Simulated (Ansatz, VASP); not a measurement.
One calculation of ZnO, two programs

```xyz
12
Lattice="3.3500 0.0000 0.0000 0.0000 10.1517 0.0000 0.0000 0.0000 4.7518" Properties=species:S:1:pos:R:3 pbc="T T T"
Zn    1.6750    8.6438    0.5108
Zn    1.6750    1.5078    0.5108
Zn    0.0000    0.0000    2.9048
Zn    1.6750    5.0758    1.8470
Zn    0.0000    3.5680    4.2410
Zn    0.0000    6.5837    4.2410
O     1.6750    0.0000    1.7788
O     0.0000    8.6091    4.1434
O     0.0000    1.5426    4.1434
O     1.6750    3.5332    0.6084
O     1.6750    6.6185    0.6084
O     0.0000    5.0758    2.9731
```

Alike in both runs: functional PBE; k mesh 8 × 4 × 6; occupations gaussian, width 0.02 eV; no spin polarisation.

Ansatz relaxed the structure, and its values are those at the end. VASP's run is a single point on that final structure, the one shown.

```csv
,VASP,Ansatz
version,VASP 6.6.1,Ansatz 0.2.0
potentials or method,"VASP PAW PBE potentials, release 64 (Zn, O), cutoff 520 eV","scalar-relativistic, plane waves, PAW"
valence electrons in the cell,108,108
```

Ansatz gave:

```
gap on the k mesh at the Fermi level (eV) : 0.87
least direct gap on the mesh (eV)         : 0.87
pressure (GPa)                            : 0.0
rms of the force components (eV/Å)        : 0.001
```

**Question.** Which values does VASP return?

**Answer.** gap on the k mesh at the Fermi level (eV): 0.85; least direct gap on the mesh (eV): 0.85; pressure (GPa): 0.9; rms of the force components (eV/Å): 0.014.

With one functional, cell and mesh, what is left measures potentials, basis and numerics.
